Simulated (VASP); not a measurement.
# Hf2Si (I4/mcm) in VASP: a series of runs, part 2 of 2

VASP 6.6.1. Earlier steps stand in the parts before.

## Step 3: Single point, LDA

This run uses another cell than the first one, of 17.69 Å³/atom.

Contents of INCAR:

```
SYSTEM = Hf2Si
  PREC = Accurate
  ENCUT = 520
  EDIFF = 1E-6
  ISMEAR = 0
  SIGMA = 0.1
  LREAL = .FALSE.
  LASPH = .TRUE.
  NELM = 100
  ALGO = Fast
  ISIF = 2
  LWAVE = .FALSE.
  LCHARG = .FALSE.
  NBANDS = 33
```

Contents of KPOINTS:

```
Automatic mesh
0
G
  10 10 10
  0 0 0
```

Contents of POSCAR:

```
Hf2Si
1.0
   -3.2241849981      3.2241849981      2.5523722761
    3.2241849981     -3.2241849981      2.5523722761
    3.2241849981      3.2241849981     -2.5523722761
Hf Si
4 2
Direct
    0.8434527143      0.6565472857      0.5000000000
    0.3434527143      0.8434527143      0.1869054286
    0.1565472857      0.3434527143      0.5000000000
    0.6565472857      0.1565472857      0.8130945714
    0.7500000000      0.7500000000      0.0000000000
    0.2500000000      0.2500000000      0.0000000000
```

Potentials or basis: VASP PAW LDA potentials, release 64 (Hf_pv, Si).

Run with:

```
cat potpaw_LDA.64/Hf_pv/POTCAR potpaw_LDA.64/Si/POTCAR > POTCAR
mpirun -np 1 vasp_std > vasp.out
```

OUTCAR:

```text
SYSTEM = Hf2Si
   PREC = Accurate
   ENCUT = 520
   EDIFF = 1E-6
   ISMEAR = 0
   LREAL = .FALSE.
   LASPH = .TRUE.
   NELM = 100
   ISIF = 2

 ion  position               nearest neighbor table
   1  0.843  0.657  0.500-   6 2.75   5 2.75   5 2.75   6 2.75   3 2.86   3 3.07   3 3.07   4 3.25
                             2 3.25   4 3.25   2 3.25   2 3.44   4 3.44   2 3.44   4 3.44
   2  0.343  0.843  0.187-   5 2.75   6 2.75   6 2.75   5 2.75   4 2.86   4 3.07   4 3.07   3 3.25
                             1 3.25   1 3.25   3 3.25   3 3.44   1 3.44   1 3.44   3 3.44
   3  0.157  0.343  0.500-   5 2.75   6 2.75   6 2.75   5 2.75   1 2.86   1 3.07   1 3.07   4 3.25
                             2 3.25   4 3.25   2 3.25   4 3.44   2 3.44   4 3.44   2 3.44
   4  0.657  0.157  0.813-   6 2.75   5 2.75   5 2.75   6 2.75   2 2.86   2 3.07   2 3.07   3 3.25
                             1 3.25   1 3.25   3 3.25   1 3.44   3 3.44   1 3.44   3 3.44
   5  0.750  0.750  0.000-   6 2.55   6 2.55   1 2.75   2 2.75   4 2.75   2 2.75   1 2.75   4 2.75
                             3 2.75   3 2.75
   6  0.250  0.250  0.000-   5 2.55   5 2.55   2 2.75   3 2.75   4 2.75   1 2.75   3 2.75   1 2.75
                             4 2.75   2 2.75

  LATTYP: Found a body centered tetragonal cell.
 ALAT       =     6.4483699962
 C/A-ratio  =     0.7916333205

  Lattice vectors:

 A1 = (  -3.2241849981,   3.2241849981,   2.5523722761)
 A2 = (   3.2241849981,  -3.2241849981,   2.5523722761)
 A3 = (   3.2241849981,   3.2241849981,  -2.5523722761)

Analysis of symmetry for initial positions (statically):
=====================================================================
 Subroutine PRICEL returns:
 Original cell was already a primitive cell.

 Routine SETGRP: Setting up the symmetry group for a
 body centered tetragonal supercell.

 Subroutine GETGRP returns: Found 16 space group operations
 (whereof  8 operations were pure point group operations)
 out of a pool of 16 trial point group operations.

The static configuration has the point symmetry C_4h.
 The point group associated with its full space group is D_4h.

Analysis of symmetry for dynamics (positions and initial velocities):
=====================================================================
 Subroutine PRICEL returns:
 Original cell was already a primitive cell.

 Routine SETGRP: Setting up the symmetry group for a
 body centered tetragonal supercell.

 Subroutine GETGRP returns: Found 16 space group operations
 (whereof  8 operations were pure point group operations)
 out of a pool of 16 trial point group operations.

The dynamic configuration has the point symmetry C_4h.
 The point group associated with its full space group is D_4h.

 Subroutine INISYM returns: Found 16 space group operations
 (whereof  8 operations are pure point group operations),
 and found     1 'primitive' translations

----------------------------------------------------------------------------------------

                                     Primitive cell

  volume of cell :     106.1314

  direct lattice vectors                    reciprocal lattice vectors
    -3.224184998  3.224184998  2.552372276     0.000000000  0.155077950  0.195896188
     3.224184998 -3.224184998  2.552372276     0.155077950  0.000000000  0.195896188
[... 54 lines left out ...]
  0.400000  0.000000  0.000000      8.000000
  0.500000  0.000000 -0.000000      4.000000
[... 16 lines left out ...]
  0.300000  0.300000 -0.000000      8.000000
  0.400000  0.300000 -0.000000     16.000000
 [... further k-points ...]
   k-points           NKPTS =    102   k-points in BZ     NKDIM =    102   number of bands    NBANDS=     33
   number of dos      NEDOS =    301   number of ions     NIONS =      6
   total plane-waves  NPLWV =  64000
   dimension x,y,z NGX =    40 NGY =   40 NGZ =   40
   dimension x,y,z NGXF=    80 NGYF=   80 NGZF=   80
   ions per type =               4   2
   NGX,Y,Z   is equivalent  to a cutoff of  12.73, 12.73, 12.73 a.u.
   NGXF,Y,Z  is equivalent  to a cutoff of  25.45, 25.45, 25.45 a.u.
 SYSTEM =  Hf2Si
   PREC   = accura    normal or accurate (medium, high low for compatibility)
   ISTART =      0    job   : 0-new  1-cont  2-samecut
   ICHARG =      2    charge: 1-file 2-atom 10-const
   ISPIN  =      1    spin polarized calculation?
   LNONCOLLINEAR =      F non collinear calculations
   LSORBIT =      F    spin-orbit coupling
   LASPH  =      T    aspherical Exc in radial PAW
   ENCUT  =  520.0 eV  38.22 Ry    6.18 a.u.   9.72  9.72  9.72*2*pi/ulx,y,z
   NELM   =    100;   NELMIN=  2; NELMDL= -5     # of ELM steps
   EDIFF  = 0.1E-05   stopping-criterion for ELM
   LREAL  =      F    real-space projection
   EDIFFG = 0.1E-04   stopping-criterion for IOM
   NSW    =      0    number of steps for IOM
   IBRION =     -1    ionic relax: 0-MD 1-quasi-New 2-CG
   NFREE  =      0    steps in history (QN), initial steepest desc. (CG)
   ISIF   =      2    stress and relaxation
   ISYM   =      2    0-nonsym 1-usesym 2-fastsym
   POTIM  = 0.5000    time-step for ionic-motion
   TEBEG  =    0.0;   TEEND  =   0.0 temperature during run
   PSTRESS=    0.0 pullay stress
   NELECT =      48.0000    total number of electrons
   NUPDOWN=      -1.0000    fix difference up-down
   EMIN   =  10.00;   EMAX   =-10.00  energy-range for DOS
   EFERMI =   0.00;   METHOD = LEGACY
   ISMEAR =     0;   SIGMA  =   0.10  broadening in eV -4-tet -1-fermi 0-gaus
   EFERMI_NEDOS =   21; number of points for ismear=-14 and -15
   IALGO  =     68    algorithm
   IMIX   =      4    mixing-type and parameters
     AMIX     =   0.40;   BMIX     =  1.00
     AMIX_MAG =   1.60;   BMIX_MAG =  1.00
  volume/ion in A,a.u.               =      17.69       119.37
  Fermi-wavevector in a.u.,A,eV,Ry     =   1.256630  2.374686 21.485203  1.579118
  Thomas-Fermi vector in A             =   2.390328
   LORBIT       =      0    0 simple, 1 ext, 2 COOP (PROOUT), +10 PAW based schemes
   GGA     = CA    functional components
   LHFCALC =     F    Hartree Fock is set to
   AEXX    =    0.0000 exact exchange contribution
   IVDW    =     0    specifies the selected vdW correction
   LEPSILON=     F    determine dielectric tensor
   LRPA    =     F    only Hartree local field effects (RPA)
 non-spin polarized calculation
 RMM-DIIS sequential band-by-band and
 Gauss-broadening in eV      SIGMA  =   0.10
  energy-cutoff  :      520.00
  volume of cell :      106.13
 maximum number of plane-waves:      2893
   NGX = 19   NGY = 19   NGZ = 19

 number of electron      47.9999996 magnetization

 Free energy of the ion-electron system (eV)
  ---------------------------------------------------
  ext. energy  EPLUGINS =         0.00000000
  ---------------------------------------------------
  free energy    TOTEN  =       -59.47557135 eV

  energy without entropy =      -59.46361305  energy(sigma->0) =      -59.46959220

 E-fermi :   6.3504     XC(G=0): -11.9121

 val. band max:        6.3499277119   @ k =   0.3000   0.2000   0.1000
 cond. band min:       6.3516325434   @ k =   0.5000   0.5000   0.5000
 fundamental gap:      0.0017048314
 Fermi energy:         6.3503794151

 k-point     1 :       0.0000    0.0000    0.0000
  band No.  band energies     occupation
      1     -23.7264      2.00000
      2     -23.7115      2.00000
      3     -23.5695      2.00000
      4     -23.5695      2.00000
      5     -23.5309      2.00000
      6     -23.5309      2.00000
[... 853 lines left out ...]
     32      10.7592      0.00000
     33      10.8986      0.00000

 [... further k-points ...]

------------------------ aborting loop because EDIFF is reached ----------------------------------------

  FORCE on cell =-STRESS in cart. coord.  units (eV):
  Direction    XX          YY          ZZ          XY          YZ          ZX
  --------------------------------------------------------------------------------------
  -------------------------------------------------------------------------------------
  Total        0.2032442      0.2032442      0.2031474      0.0000000      0.0000000      0.0000000
  in kB        3.0682088      3.0682088      3.0667466      0.0000000      0.0000000      0.0000000
  external PRESSURE =       3.0677214 kB  Pullay stress =       0.0000000 kB

 VOLUME and BASIS-vectors are now :
 -----------------------------------------------------------------------------
  energy-cutoff  :      520.00
  volume of cell :      106.13
      direct lattice vectors                 reciprocal lattice vectors
    -3.224184998  3.224184998  2.552372276     0.000000000  0.155077950  0.195896188
     3.224184998 -3.224184998  2.552372276     0.155077950  0.000000000  0.195896188
     3.224184998  3.224184998 -2.552372276     0.155077950  0.155077950  0.000000000

 POSITION                                       TOTAL-FORCE (eV/Angst)
 -----------------------------------------------------------------------------------
      1.00947      2.21471      2.55237         0.002894     -0.002894      0.000000
      2.21471     -1.00947      2.55237        -0.002894     -0.002894     -0.000000
      2.21471      1.00947      0.00000        -0.002894      0.002894      0.000000
      1.00947      4.23366      0.00000         0.002894      0.002894     -0.000000
      0.00000      0.00000      3.82856         0.000000      0.000000     -0.000000
      0.00000      0.00000      1.27619         0.000000      0.000000     -0.000000
 -----------------------------------------------------------------------------------
    total drift:                               -0.000000     -0.000000     -0.000000

  FREE ENERGIE OF THE ION-ELECTRON SYSTEM (eV)
  ---------------------------------------------------
  free  energy   TOTEN  =       -59.4755713506 eV

  energy  without entropy=      -59.4636130453  energy(sigma->0) =      -59.46959220
```

OSZICAR:

```text
N       E                     dE             d eps       ncg     rms          rms(c)
DAV:   1     0.178117711858E+03    0.17812E+03   -0.25283E+04  6748   0.138E+03
DAV:   2    -0.506201482910E+02   -0.22874E+03   -0.21652E+03  7909   0.329E+02
DAV:   3    -0.617809252390E+02   -0.11161E+02   -0.10556E+02  8949   0.464E+01
DAV:   4    -0.619819344594E+02   -0.20101E+00   -0.20011E+00  8336   0.649E+00
DAV:   5    -0.619855788384E+02   -0.36444E-02   -0.36406E-02  8517   0.827E-01    0.102E+02
RMM:   6    -0.598132160182E+02    0.21724E+01   -0.38740E+00  7147   0.679E+00    0.657E+01
RMM:   7    -0.596794240729E+02    0.13379E+00   -0.59211E+00  8669   0.903E+00    0.577E+00
RMM:   8    -0.594718251165E+02    0.20760E+00   -0.85913E-01  7092   0.391E+00    0.134E+00
RMM:   9    -0.594755013418E+02   -0.36762E-02   -0.11479E-01  8175   0.131E+00    0.982E-01
RMM:  10    -0.594755963756E+02   -0.95034E-04   -0.17256E-02  9173   0.454E-01    0.222E-01
RMM:  11    -0.594755223884E+02    0.73987E-04   -0.36441E-03  8515   0.211E-01    0.166E-01
RMM:  12    -0.594755630781E+02   -0.40690E-04   -0.61745E-04  9604   0.837E-02    0.138E-01
RMM:  13    -0.594755704499E+02   -0.73718E-05   -0.95520E-05  9451   0.302E-02    0.194E-02
RMM:  14    -0.594755713506E+02   -0.90068E-06   -0.98190E-06  7820   0.101E-02
   1 F= -.59475571E+02 E0= -.59469592E+02  d E =-.119583E-01
```

stdout:

```text
POSCAR found type information on POSCAR HfSi
 POSCAR found :  2 types and       6 ions
 scaLAPACK will be used
 LDA part: xc-table for (Slater(with rela. corr.)+CA(PZ))
 , standard interpolation
 POSCAR, INCAR and KPOINTS ok, starting setup
 FFT: planning ... GRIDC
 FFT: planning ... GRID_SOFT
 FFT: planning ... GRID
 WAVECAR not read
 entering main loop
```

It took 3.2 min on 1 thread of AMD EPYC 9R45 (Zen 5), shared host; peak memory 0.36 GiB.

What came out:

```yaml
Free_energy: -59.4756 eV
Pressure: 0.3 GPa
Largest_force: 0.004 eV/Å
Band_gap_on_the_k_mesh: zero (bands 24 and 25 overlap by 0.84 eV)
```

Forces in eV/Å, atoms in the order of the input:
```
Hf   0.003 -0.003  0.000
Hf  -0.003 -0.003  0.000
Hf  -0.003  0.003  0.000
Hf   0.003  0.003  0.000
Si   0.000  0.000  0.000
Si   0.000  0.000  0.000
```

Levels at points of the mesh, in eV from the Fermi level:
```tsv
k point	band 20	band 21	band 22	band 23	band 24	band 25	band 26	band 27	band 28	band 29
(0.00, 0.00, 0.00)	-1.34	-1.30	-1.30	-1.02	-0.85	2.08	2.08	2.10	2.59	2.59
(0.50, 0.00, 0.00)	-1.14	-0.75	-0.75	-0.55	-0.55	0.26	0.26	1.99	1.99	3.31
(0.50, 0.50, 0.00)	-2.22	-1.47	-1.12	-0.58	-0.35	1.30	1.37	1.67	2.18	2.98
(0.50, 0.50, 0.50)	-2.10	-0.94	-0.47	0.00	0.32	0.36	0.36	1.32	1.41	1.75
```

Caveat: spin-orbit coupling is left out, which moves the levels of the heavy elements.

## Step 4: Relaxation of cell and atoms, LDA, target pressure 8 GPa, at which the enthalpy is minimised

This run uses another cell than the first one, of 17.70 Å³/atom.

Contents of INCAR:

```
PREC = Accurate
ENCUT = 600
EDIFF = 1E-7
ISMEAR = -1
SIGMA = 0.15
LREAL = False
LASPH = True
NELM = 60
ALGO = Fast
ISIF = 3
LWAVE = False
LCHARG = False
GGA = CA
IBRION = 2
NSW = 80
EDIFFG = -0.001
PSTRESS = 80.0
```

Contents of KPOINTS:

```
regular mesh
0
Gamma
  10 10 10
```

Contents of POSCAR:

```
Hf2Si
1.0
   -3.2219245774      3.2219245774      2.5576866569
    3.2219245774     -3.2219245774      2.5576866569
    3.2219245774      3.2219245774     -2.5576866569
Hf Si
4 2
Direct
    0.8429859662      0.6570140338      0.5000000000
    0.3429859662      0.8429859662      0.1859719324
    0.1570140338      0.3429859662      0.5000000000
    0.6570140338      0.1570140338      0.8140280676
    0.7500000000      0.7500000000      0.0000000000
    0.2500000000      0.2500000000      0.0000000000
```

Run with:

```
cat potpaw_LDA.64/Hf_pv/POTCAR potpaw_LDA.64/Si/POTCAR > POTCAR
mpirun -np 1 vasp_std > vasp.out
```

Run time: 51 min. Hardware: 1 thread of Intel Xeon 8259CL, shared host; peak memory 0.45 GiB.

Results (log left out):

```
Free energy                                                : -59.4501 eV
Relaxed volume                                             : 16.93 Å³/atom
Relaxed cell                                               : a = 5.147 Å, b = 5.147 Å, c = 5.147 Å, α = 103.89°, β = 103.89°, γ = 121.33°
Space group after relaxing (to 0.1 Å)                      : I4/mcm (No. 140)
Energy change on relaxing (the run minimises the enthalpy) : +19.5 meV/atom
Ionic steps                                                : 13
Pressure after relaxing                                    : 8.0 GPa
Band gap on the k mesh                                     : zero (bands 24 and 25 overlap by 0.89 eV)
```

Step by step:
```
step  energy change (eV)  largest force (eV/Å)  pressure (GPa)  volume (Å³)
   1              0.0000                0.0043            0.33       106.20
   2              0.9130                0.2124           25.47        93.70
   3              0.1106                0.0584            7.79       101.70
   4              0.1158                0.0597            7.98       101.59
   5              0.1204                0.0610            8.15       101.50
   6              0.1099                0.0118            7.74       101.70
   7              0.1117                0.0209            7.82       101.67
   8              0.1198                0.0076            8.10       101.50
   9              0.1169                0.0028            8.00       101.56
  10              0.1171                0.0018            8.01       101.56
  11              0.1169                0.0005            8.00       101.56
  12              0.1168                0.0018            8.00       101.56
  13              0.1169                0.0008            8.00       101.56
```

Final structure:
```
Hf Si
1.0
    -3.17297    3.17297    2.52192
     3.17297   -3.17297    2.52192
     3.17297    3.17297   -2.52192
Hf Si
4 2
Direct
  0.84338 0.65662 0.50000
  0.34337 0.84338 0.18675
  0.15662 0.34338 0.50000
  0.65662 0.15662 0.81325
  0.75000 0.75000 0.00000
  0.25000 0.25000 0.00000
```

Levels at points of the mesh, in eV from the Fermi level:
```
           k point  band 21  band 22  band 23  band 24  band 25  band 26  band 27  band 28
(0.00, 0.00, 0.00)    -1.36    -1.36    -1.10    -0.85     2.10     2.11     2.20     2.69
(0.50, 0.00, 0.00)    -0.81    -0.81    -0.62    -0.62     0.29     0.29     2.02     2.02
(0.50, 0.50, 0.00)    -1.55    -1.19    -0.56    -0.30     1.29     1.42     1.70     2.22
(0.50, 0.50, 0.50)    -1.00    -0.51     0.00     0.31     0.35     0.35     1.31     1.42
```

Caveat: the cell is relaxed towards a set pressure, so the run minimises the enthalpy, not the energy; spin-orbit coupling is left out, which moves the levels of the heavy elements.

## Step 5: The runs side by side

```csv
task,cell,cutoff (eV),smearing,gap on the mesh (eV),pressure (GPa)
single point,"a = 5.143 Å, angles 103.9, 103.9, 121.3°, 6 atoms, atomic positions A",520,fermi-dirac 0.15 eV,none,8.5
single point,"a = 5.225 Å, angles 103.8, 103.8, 121.5°, 6 atoms, atomic positions B",520,gaussian 0.1 eV,none,0.3
relaxation of cell and atoms,"relaxed to 8 GPa from a = 5.225 Å, angles 103.9, 103.9, 121.4°, 6 atoms, atomic positions C",600,fermi-dirac 0.15 eV,none,8.0
```

Alike in all rows: level LDA; potentials or basis VASP PAW LDA potentials, release 64 (Hf_pv, Si); no spin polarisation; k mesh 10 × 10 × 10.

Caveats: spin-orbit coupling is left out, which moves the levels of the heavy elements; the cell stands under pressure (at least some runs); the cell is relaxed towards a set pressure, so the run minimises the enthalpy, not the energy (at least some runs).

Total energies depend on the potentials used, so only differences within one code and one set of settings carry meaning.
